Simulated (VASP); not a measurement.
# Rh: single point with PBE

Rh:

```
Rh
1.0
     2.72486    0.00000    0.00000
    -1.36243    2.35980    0.00000
     0.00000    0.00000    4.38512
Rh
2
Direct
  0.66667 0.33333 0.75000
  0.33333 0.66667 0.25000
```

This isn't the form of Rh at room conditions, which is fcc.

- Program: VASP 6.6.1
- Task: single point
- Functional: PBE
- Potentials or basis: VASP PAW PBE potentials, release 64 (Rh_pv)
- Cutoff: 500 eV
- k mesh: 21 × 21 × 12
- Occupations: gaussian, width 0.15 eV
- Spin: collinear spin, ferromagnetic start
- Starting moments: [0.875, 0.875] μB
- Fixed moment: 1.75 μB

| Property | Result |
| --- | --- |
| Pressure | 4.7 GPa |
| Net moment | 1.75 μB per cell |
| Site moments | Rh +0.87 μB |
| Valence electrons inside the program's atomic spheres | Rh 13.75 |

Stress tensor (GPa, compression positive):
```
4.54 0.00 0.00
0.00 4.54 0.00
0.00 0.00 4.93
```

Wall time 2.1 min on 1 thread of Intel(R) Xeon(R) 6975P-C (Granite Rapids) (shared host), peak memory 0.39 GiB.

Caveat: the cell stands under pressure; the total moment is fixed, so each spin has its own Fermi level and the state may be an excited one.
